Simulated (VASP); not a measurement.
# K (R-3m) in VASP: notebook

The runs below take K through single point, with r2SCAN.

Program: VASP 6.6.1. These are calculated values, not measurements. Logs are shortened: lines on timing, memory, paths and dates and some standing lists are left out, and cuts for length are marked.

### 1 The cell of the first run

It takes space group R-3m (No. 166, trigonal). The conventional cell has a = 6.833 Å, b = 6.833 Å, c = 5.942 Å, α = 90.00°, β = 90.00°, γ = 120.00°. Within 5.8 Å of K (site symmetry -3m) lie 12 K at 4.41 to 5.59 Å.

### 2 Single point, r2SCAN

The input, POSCAR:

```
K
1.0
    4.3646571951     -0.4670666371     -0.4670666371
   -0.4670666371      4.3646571951     -0.4670666371
   -0.4670666371     -0.4670666371      4.3646571951
K
1
Direct
    0.0000000000      0.0000000000      0.0000000000
```

The input, INCAR.step1:

```
SYSTEM = K
PREC = Accurate
ENCUT = 520
ISMEAR = 0
SIGMA = 0.15
LREAL = .False.
LASPH = .True.
NELM = 60
NBANDS = 10
GGA = PE
ALGO = Normal
EDIFF = 1E-4
LWAVE = .True.
LCHARG = .False.
```

The input, INCAR.step2:

```
SYSTEM = K
PREC = Accurate
ENCUT = 520
EDIFF = 1E-6
ISMEAR = 0
SIGMA = 0.15
LREAL = .False.
LASPH = .True.
NELM = 60
ALGO = Normal
ISIF = 2
LWAVE = .False.
LCHARG = .False.
METAGGA = R2SCAN
LMIXTAU = .True.
NBANDS = 10
ISTART = 1
```

The input, KPOINTS:

```
regular mesh
0
Gamma
  12 12 12
  0 0 0
```

Potentials or basis: VASP PAW PBE potentials, release 64 (K_sv).

Launch:

```
> cat potpaw_PBE.64/K_sv/POTCAR > POTCAR
> cp INCAR.step1 INCAR
> mpirun -np 1 vasp_std > vasp.out
> cp INCAR.step2 INCAR
> mpirun -np 1 vasp_std > vasp.out
```

OUTCAR:

```text
SYSTEM = K
   PREC = Accurate
   ENCUT = 520
   EDIFF = 1E-6
   ISMEAR = 0
   LREAL = .False.
   LASPH = .True.
   NELM = 60
   ISIF = 2
   METAGGA = R2SCAN
   ISTART = 1

 ion  position               nearest neighbor table
   1  0.000  0.000  0.000-

  LATTYP: Found a trigonal (rhomboedric) cell.
 ALAT       =     4.4143555495
 COS(alpha) =    -0.1980352222

  Lattice vectors:

 A1 = (   4.3646571951,  -0.4670666371,  -0.4670666371)
 A2 = (  -0.4670666371,   4.3646571951,  -0.4670666371)
 A3 = (  -0.4670666371,  -0.4670666371,   4.3646571951)

Analysis of symmetry for initial positions (statically):
=====================================================================
 Subroutine PRICEL returns:
 Original cell was already a primitive cell.

 Routine SETGRP: Setting up the symmetry group for a
 trigonal (rhombohedral) supercell.

 Subroutine GETGRP returns: Found 12 space group operations
 (whereof 12 operations were pure point group operations)
 out of a pool of 12 trial point group operations.

The static configuration has the point symmetry D_3d.

Analysis of symmetry for dynamics (positions and initial velocities):
=====================================================================
 Subroutine PRICEL returns:
 Original cell was already a primitive cell.

 Routine SETGRP: Setting up the symmetry group for a
 trigonal (rhombohedral) supercell.

 Subroutine GETGRP returns: Found 12 space group operations
 (whereof 12 operations were pure point group operations)
 out of a pool of 12 trial point group operations.

The dynamic configuration has the point symmetry D_3d.

 Subroutine INISYM returns: Found 12 space group operations
 (whereof 12 operations are pure point group operations),
 and found     1 'primitive' translations

----------------------------------------------------------------------------------------

                                     Primitive cell

  volume of cell :      80.0875

  direct lattice vectors                    reciprocal lattice vectors
     4.364657195 -0.467066637 -0.467066637     0.235143869  0.028178397  0.028178397
    -0.467066637  4.364657195 -0.467066637     0.028178397  0.235143869  0.028178397
    -0.467066637 -0.467066637  4.364657195     0.028178397  0.028178397  0.235143869

  length of vectors
     4.414355550  4.414355550  4.414355550     0.238496715  0.238496715  0.238496715

  position of ions in fractional coordinates (direct lattice)
     0.000000000  0.000000000  0.000000000

  ion indices of the primitive-cell ions
   primitive index   ion index
                 1           1

----------------------------------------------------------------------------------------

 KPOINTS: regular mesh

Automatic generation of k-mesh.
 Grid dimensions read from file:
 generate k-points for:   12   12   12

 Generating k-lattice:

  Cartesian coordinates                     Fractional coordinates (reciprocal lattice)
     0.019595322  0.002348200  0.002348200     0.083333333  0.000000000  0.000000000
     0.002348200  0.019595322  0.002348200     0.000000000  0.083333333  0.000000000
     0.002348200  0.002348200  0.019595322     0.000000000  0.000000000  0.083333333

  Length of vectors
     0.019874726  0.019874726  0.019874726

  Shift w.r.t. Gamma in fractional coordinates (k-lattice)
     0.000000000  0.000000000  0.000000000

 Subroutine IBZKPT returns following result:
 ===========================================

 Found    189 irreducible k-points:

 Following reciprocal coordinates:
            Coordinates               Weight
  0.000000  0.000000  0.000000      1.000000
  0.083333 -0.000000  0.000000      6.000000
  0.166667  0.000000  0.000000      6.000000
  0.250000  0.000000  0.000000      6.000000
  0.333333 -0.000000  0.000000      6.000000
  0.416667  0.000000  0.000000      6.000000
[... 16 lines left out ...]
  0.500000  0.166667  0.000000     12.000000
 -0.416667  0.166667 -0.000000     12.000000
 [... further k-points ...]
   k-points           NKPTS =    189   k-points in BZ     NKDIM =    189   number of bands    NBANDS=     10
   number of dos      NEDOS =    301   number of ions     NIONS =      1
   total plane-waves  NPLWV =  46656
   dimension x,y,z NGX =    36 NGY =   36 NGZ =   36
   dimension x,y,z NGXF=    72 NGYF=   72 NGZF=   72
   ions per type =               1
   NGX,Y,Z   is equivalent  to a cutoff of  13.56, 13.56, 13.56 a.u.
   NGXF,Y,Z  is equivalent  to a cutoff of  27.12, 27.12, 27.12 a.u.
 SYSTEM =  K
   PREC   = accura    normal or accurate (medium, high low for compatibility)
   ISTART =      1    job   : 0-new  1-cont  2-samecut
   ICHARG =      0    charge: 1-file 2-atom 10-const
   ISPIN  =      1    spin polarized calculation?
   LNONCOLLINEAR =      F non collinear calculations
   LSORBIT =      F    spin-orbit coupling
   LASPH  =      T    aspherical Exc in radial PAW
   ENCUT  =  520.0 eV  38.22 Ry    6.18 a.u.   8.21  8.21  8.21*2*pi/ulx,y,z
   NELM   =     60;   NELMIN=  2; NELMDL=  0     # of ELM steps
   EDIFF  = 0.1E-05   stopping-criterion for ELM
   LREAL  =      F    real-space projection
   EDIFFG = 0.1E-04   stopping-criterion for IOM
   NSW    =      0    number of steps for IOM
   IBRION =     -1    ionic relax: 0-MD 1-quasi-New 2-CG
   NFREE  =      0    steps in history (QN), initial steepest desc. (CG)
   ISIF   =      2    stress and relaxation
   ISYM   =      2    0-nonsym 1-usesym 2-fastsym
   POTIM  = 0.5000    time-step for ionic-motion
   TEBEG  =    0.0;   TEEND  =   0.0 temperature during run
   PSTRESS=    0.0 pullay stress
   NELECT =       9.0000    total number of electrons
   NUPDOWN=      -1.0000    fix difference up-down
   EMIN   =  10.00;   EMAX   =-10.00  energy-range for DOS
   EFERMI =   0.00;   METHOD = LEGACY
   ISMEAR =     0;   SIGMA  =   0.15  broadening in eV -4-tet -1-fermi 0-gaus
   EFERMI_NEDOS =   21; number of points for ismear=-14 and -15
   IALGO  =     38    algorithm
   IMIX   =      4    mixing-type and parameters
     AMIX     =   0.40;   BMIX     =  1.00
     AMIX_MAG =   1.60;   BMIX_MAG =  1.00
  volume/ion in A,a.u.               =      80.09       540.46
  Fermi-wavevector in a.u.,A,eV,Ry     =   0.790013  1.492908  8.491671  0.624120
  Thomas-Fermi vector in A             =   1.895269
   LORBIT       =      0    0 simple, 1 ext, 2 COOP (PROOUT), +10 PAW based schemes
   METAGGA = R2SCAN    functional components
   LHFCALC =     F    Hartree Fock is set to
   AEXX    =    0.0000 exact exchange contribution
   IVDW    =     0    specifies the selected vdW correction
   LEPSILON=     F    determine dielectric tensor
   LRPA    =     F    only Hartree local field effects (RPA)
 non-spin polarized calculation
 Gauss-broadening in eV      SIGMA  =   0.15
  energy-cutoff  :      520.00
  volume of cell :       80.09
 maximum number of plane-waves:      2204
 NGX is ok and might be reduce to    36
   NGX = 17   NGY = 17   NGZ = 17

 number of electron       9.0000000 magnetization

 Free energy of the ion-electron system (eV)
  ---------------------------------------------------
  ext. energy  EPLUGINS =         0.00000000
  ---------------------------------------------------
  free energy    TOTEN  =        -5.95391652 eV

  energy without entropy =       -5.94491906  energy(sigma->0) =       -5.94941779

 E-fermi :  -0.2118     XC(G=0):  -5.6874

 val. band max:       -0.2176293561   @ k =  -0.3333   0.3333   0.2500
 cond. band min:      -0.1993710668   @ k =   0.5000   0.1667   0.0833
 fundamental gap:      0.0182582893
 Fermi energy:        -0.2117649555

 k-point     1 :       0.0000    0.0000    0.0000
  band No.  band energies     occupation
      1     -34.0532      2.00000
      2     -16.7248      2.00000
      3     -16.7248      2.00000
      4     -16.7184      2.00000
      5      -2.4055      2.00000
      6       3.4250      0.00000
      7       3.4250      0.00000
      8       5.5316      0.00000
      9       6.0125      0.00000
     10       6.0125      0.00000

 k-point     2 :       0.0833   -0.0000    0.0000
  band No.  band energies     occupation
      1     -34.0530      2.00000
      2     -16.7286      2.00000
      3     -16.7245      2.00000
      4     -16.7189      2.00000
      5      -2.3333      2.00000
      6       3.3048      0.00000
      7       3.4312      0.00000
      8       5.4084      0.00000
      9       5.8852      0.00000
     10       5.9483      0.00000

 k-point     3 :       0.1667    0.0000    0.0000
  band No.  band energies     occupation
      1     -34.0524      2.00000
      2     -16.7407      2.00000
      3     -16.7239      2.00000
      4     -16.7188      2.00000
      5      -2.1188      2.00000
      6       2.9066      0.00000
      7       3.4443      0.00000
      8       5.2945      0.00000
      9       5.6801      0.00000
     10       5.9387      0.00000

 k-point     4 :       0.2500    0.0000    0.0000
  band No.  band energies     occupation
      1     -34.0516      2.00000
      2     -16.7576      2.00000
      3     -16.7230      2.00000
      4     -16.7181      2.00000
      5      -1.7688      2.00000
      6       2.2638      0.00000
      7       3.4507      0.00000
      8       5.3594      0.00000
      9       5.5524      0.00000
     10       5.9250      0.00000
[... 222 lines left out ...]
 k-point    22 :       0.4167    0.1667    0.0000
  band No.  band energies     occupation
      1     -34.0495      2.00000
      2     -16.7858      2.00000
      3     -16.7354      2.00000
      4     -16.7174      2.00000
      5      -0.1670      0.67301
      6       0.5770      0.00000
      7       2.9866      0.00000
      8       4.7522      0.00000
      9       5.6456      0.00000
     10       5.8580      0.00000

 k-point    23 :       0.5000    0.1667    0.0000
  band No.  band energies     occupation
      1     -34.0493      2.00000
      2     -16.7899      2.00000
      3     -16.7342      2.00000
      4     -16.7170      2.00000
      5      -0.1430      0.51694
      6       0.5470      0.00000
      7       3.1777      0.00000
      8       4.6894      0.00000
      9       5.4637      0.00000
     10       5.7930      0.00000

 k-point    24 :      -0.4167    0.1667   -0.0000
  band No.  band energies     occupation
      1     -34.0496      2.00000
      2     -16.7852      2.00000
      3     -16.7337      2.00000
      4     -16.7170      2.00000
      5      -0.7634      2.00000
      6       1.2953      0.00000
      7       3.4058      0.00000
      8       4.5766      0.00000
      9       5.3444      0.00000
     10       5.6777      0.00000

 [... further k-points ...]

------------------------ aborting loop because EDIFF is reached ----------------------------------------

  FORCE on cell =-STRESS in cart. coord.  units (eV):
  Direction    XX          YY          ZZ          XY          YZ          ZX
  --------------------------------------------------------------------------------------
  -------------------------------------------------------------------------------------
  Total       -0.0449813     -0.0449813     -0.0449813     -0.1164665     -0.1164665     -0.1164665
  in kB       -0.8998663     -0.8998663     -0.8998663     -2.3299510     -2.3299510     -2.3299510
  external PRESSURE =      -0.8998663 kB  Pullay stress =       0.0000000 kB

 VOLUME and BASIS-vectors are now :
 -----------------------------------------------------------------------------
  energy-cutoff  :      520.00
  volume of cell :       80.09
      direct lattice vectors                 reciprocal lattice vectors
     4.364657195 -0.467066637 -0.467066637     0.235143869  0.028178397  0.028178397
    -0.467066637  4.364657195 -0.467066637     0.028178397  0.235143869  0.028178397
    -0.467066637 -0.467066637  4.364657195     0.028178397  0.028178397  0.235143869

 POSITION                                       TOTAL-FORCE (eV/Angst)
 -----------------------------------------------------------------------------------
      0.00000      0.00000      0.00000        -0.000000      0.000000      0.000000
 -----------------------------------------------------------------------------------
    total drift:                               -0.000000     -0.000000     -0.000000

  FREE ENERGIE OF THE ION-ELECTRON SYSTEM (eV)
  ---------------------------------------------------
  free  energy   TOTEN  =        -5.9539165218 eV

  energy  without entropy=       -5.9449190645  energy(sigma->0) =       -5.94941779
```

Run time: 15 min. Hardware: 1 thread of Oxide Virtual Turin-like, shared host; peak memory 0.27 GiB.

What came out:

- Free energy: -5.9539 eV
- Pressure: -0.1 GPa

Caveat: the PAW data sets were made with another functional, which shifts forces and pressure a little.

### 3 Single point, r2SCAN

The input, POSCAR:

```
K
1.0
    4.3693312699      0.5253448154      0.5253448154
    0.5253448154      4.3693312699      0.5253448154
    0.5253448154      0.5253448154      4.3693312699
K
1
Direct
    0.0000000000      0.0000000000      0.0000000000
```

The input, INCAR.step1:

```
  PREC = Accurate
  ENCUT = 520
  ISMEAR = 0
  SIGMA = 0.15
  LREAL = F
  LASPH = T
  NELM = 80
  NBANDS = 10
  GGA = PE
  ALGO = Normal
  EDIFF = 1E-4
  LWAVE = T
  LCHARG = F
```

The input, INCAR.step2:

```
  PREC = Accurate
  ENCUT = 520
  EDIFF = 1E-6
  ISMEAR = 0
  SIGMA = 0.15
  LREAL = F
  LASPH = T
  NELM = 80
  ALGO = Normal
  ISIF = 2
  LWAVE = F
  LCHARG = F
  METAGGA = R2SCAN
  LMIXTAU = T
  NBANDS = 10
  ISTART = 1
```

The input, KPOINTS:

```
Automatic mesh
0
Gamma
  12 12 12
```

Potentials or basis: VASP PAW PBE potentials, release 64 (K_sv).

Launch:

```
> cat potpaw_PBE.64/K_sv/POTCAR > POTCAR
> cp INCAR.step1 INCAR
> mpirun -np 1 vasp_std > vasp.out
> cp INCAR.step2 INCAR
> mpirun -np 1 vasp_std > vasp.out
```

OUTCAR:

```text
PREC = Accurate
   ENCUT = 520
   EDIFF = 1E-6
   ISMEAR = 0
   LREAL = F
   LASPH = T
   NELM = 80
   ISIF = 2
   METAGGA = R2SCAN
   ISTART = 1

 ion  position               nearest neighbor table
   1  0.000  0.000  0.000-

  LATTYP: Found a trigonal (rhomboedric) cell.
 ALAT       =     4.4320458139
 COS(alpha) =     0.2477620922

  Lattice vectors:

 A1 = (   4.3693312699,   0.5253448154,   0.5253448154)
 A2 = (   0.5253448154,   4.3693312699,   0.5253448154)
 A3 = (   0.5253448154,   0.5253448154,   4.3693312699)

Analysis of symmetry for initial positions (statically):
=====================================================================
 Subroutine PRICEL returns:
 Original cell was already a primitive cell.

 Routine SETGRP: Setting up the symmetry group for a
 trigonal (rhombohedral) supercell.

 Subroutine GETGRP returns: Found 12 space group operations
 (whereof 12 operations were pure point group operations)
 out of a pool of 12 trial point group operations.

The static configuration has the point symmetry D_3d.

Analysis of symmetry for dynamics (positions and initial velocities):
[... 163 lines left out ...]
 Fermi energy:        -0.2156894865

 k-point     1 :       0.0000    0.0000    0.0000
  band No.  band energies     occupation
      1     -34.0495      2.00000
      2     -16.7235      2.00000
      3     -16.7173      2.00000
      4     -16.7173      2.00000
      5      -2.4079      2.00000
      6       3.4015      0.00000
      7       3.4015      0.00000
      8       5.7751      0.00000
      9       5.9794      0.00000
     10       5.9794      0.00000
[... 287 lines left out ...]
 k-point    24 :      -0.4167    0.1667    0.0000
  band No.  band energies     occupation
      1     -34.0459      2.00000
      2     -16.7817      2.00000
      3     -16.7320      2.00000
      4     -16.7153      2.00000
      5      -0.2380      1.16648
      6       0.6315      0.00000
      7       3.1615      0.00000
      8       4.8917      0.00000
      9       5.3779      0.00000
     10       5.5251      0.00000

 [... further k-points ...]

------------------------ aborting loop because EDIFF is reached ----------------------------------------

  FORCE on cell =-STRESS in cart. coord.  units (eV):
  Direction    XX          YY          ZZ          XY          YZ          ZX
  --------------------------------------------------------------------------------------
  -------------------------------------------------------------------------------------
  Total       -0.0430179     -0.0430179     -0.0430179      0.1128957      0.1128957      0.1128957
  in kB       -0.8605881     -0.8605881     -0.8605881      2.2585177      2.2585177      2.2585177
  external PRESSURE =      -0.8605881 kB  Pullay stress =       0.0000000 kB

 VOLUME and BASIS-vectors are now :
 -----------------------------------------------------------------------------
  energy-cutoff  :      520.00
  volume of cell :       80.09
      direct lattice vectors                 reciprocal lattice vectors
     4.369331270  0.525344815  0.525344815     0.234931443 -0.025215155 -0.025215155
     0.525344815  4.369331270  0.525344815    -0.025215155  0.234931443 -0.025215155
     0.525344815  0.525344815  4.369331270    -0.025215155 -0.025215155  0.234931443

 POSITION                                       TOTAL-FORCE (eV/Angst)
 -----------------------------------------------------------------------------------
      0.00000      0.00000      0.00000         0.000000      0.000000      0.000000
 -----------------------------------------------------------------------------------
    total drift:                               -0.000000     -0.000000     -0.000000

  FREE ENERGIE OF THE ION-ELECTRON SYSTEM (eV)
  ---------------------------------------------------
  free  energy   TOTEN  =        -5.9536801451 eV

  energy  without entropy=       -5.9448088088  energy(sigma->0) =       -5.94924448
```

OUTCAR.step1:

```text
PREC = Accurate
   ENCUT = 520
   ISMEAR = 0
   LREAL = F
   LASPH = T
[... 529 lines left out ...]

 POSITION                                       TOTAL-FORCE (eV/Angst)
 -----------------------------------------------------------------------------------
      0.00000      0.00000      0.00000        -0.000000     -0.000000     -0.000000
 -----------------------------------------------------------------------------------
    total drift:                               -0.000000     -0.000000     -0.000000

  FREE ENERGIE OF THE ION-ELECTRON SYSTEM (eV)
  ---------------------------------------------------
  free  energy   TOTEN  =        -0.9912469052 eV

  energy  without entropy=       -0.9816866819  energy(sigma->0) =       -0.98646679
```

OSZICAR.step1:

```text
N       E                     dE             d eps       ncg     rms          rms(c)
DAV:   1     0.464135611886E+02    0.46414E+02   -0.34768E+03  3780   0.673E+02
DAV:   2     0.692084341991E+00   -0.45721E+02   -0.45045E+02  4046   0.190E+02
DAV:   3    -0.919098402349E+00   -0.16112E+01   -0.16050E+01  5810   0.290E+01
DAV:   4    -0.989981076005E+00   -0.70883E-01   -0.70495E-01  5316   0.481E+00
DAV:   5    -0.991442831230E+00   -0.14618E-02   -0.14613E-02  5726   0.557E-01    0.176E+00
DAV:   6    -0.991210659394E+00    0.23217E-03   -0.15061E-03  5962   0.242E-01    0.109E+00
DAV:   7    -0.991196888639E+00    0.13771E-04   -0.28658E-03  5838   0.333E-01    0.594E-02
DAV:   8    -0.991246905248E+00   -0.50017E-04   -0.13147E-04  3924   0.133E-01
   1 F= -.99124691E+00 E0= -.98646679E+00  d E =-.956022E-02
```

Run time: 9.1 min. Hardware: 1 thread of Oxide Virtual Turin-like, shared host; peak memory 0.27 GiB.

What came out:

```yaml
Free_energy: -5.9537 eV
Pressure: -0.1 GPa
```

Stress tensor (GPa, compression positive):
```
-0.09  0.23  0.23
 0.23 -0.09  0.23
 0.23  0.23 -0.09
```

Levels at points of the mesh, in eV from the Fermi level:
| k point | band 3 | band 4 | band 5 | band 6 | band 7 | band 8 |
| --- | --- | --- | --- | --- | --- | --- |
| (0.00, 0.00, 0.00) | -16.50 | -16.50 | -2.19 | 3.62 | 3.62 | 5.99 |
| (0.50, 0.00, 0.00) | -16.50 | -16.50 | 0.15 | 0.19 | 3.80 | 5.58 |
| (0.50, 0.50, 0.00) | -16.54 | -16.50 | 1.10 | 1.53 | 2.49 | 3.50 |
| (0.50, 0.50, 0.50) | -16.53 | -16.53 | 1.39 | 2.06 | 3.31 | 3.31 |

Caveat: the PAW data sets were made with another functional, which shifts forces and pressure a little.
